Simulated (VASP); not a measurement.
Crystal: HfO2.

```xyz
3
Lattice="0.0000 2.5575 2.5575 2.5575 0.0000 2.5575 2.5575 2.5575 0.0000" Properties=species:S:1:pos:R:3 pbc="T T T"
Hf    0.0000    0.0000    0.0000
O     1.2788    1.2788    1.2788
O     3.8363    3.8363    3.8363
```

* Program: VASP 6.6.1
* Task: relaxation of cell and atoms
* Functional: r2SCAN
* Potentials or basis: VASP PAW PBE potentials, release 64 (Hf_pv, O)
* Cutoff: 600 eV
* k mesh: 6 × 6 × 6
* Occupations: gaussian, width 0.1 eV
* Spin: no spin polarisation

At the start: pressure -12.3 GPa; volume 11.15 Å³/atom.

**Question.** How do energy, volume and symmetry change on relaxing?

**Answer.** Over 3 steps the energy falls by 21.4 meV/atom and the volume is 10.63 Å³/atom (-4.7 %); space group Fm-3m (No. 225, to 0.05 Å).

The path:
```
step  energy change (eV)  largest force (eV/Å)  pressure (GPa)  volume (Å³)
   1              0.0000                0.0000          -12.35        33.46
   2              0.1128                0.0000           25.63        29.46
   3             -0.0642                0.0000           -0.33        31.88
```

Final structure:
```
Hf O
1.0
     0.00000    2.51669    2.51669
     2.51669    0.00000    2.51669
     2.51669    2.51669    0.00000
Hf O
1 2
Direct
  0.00000 0.00000 0.00000
  0.25000 0.25000 0.25000
  0.75000 0.75000 0.75000
```

Caveat: the PAW data sets were made with another functional, which shifts forces and pressure a little.
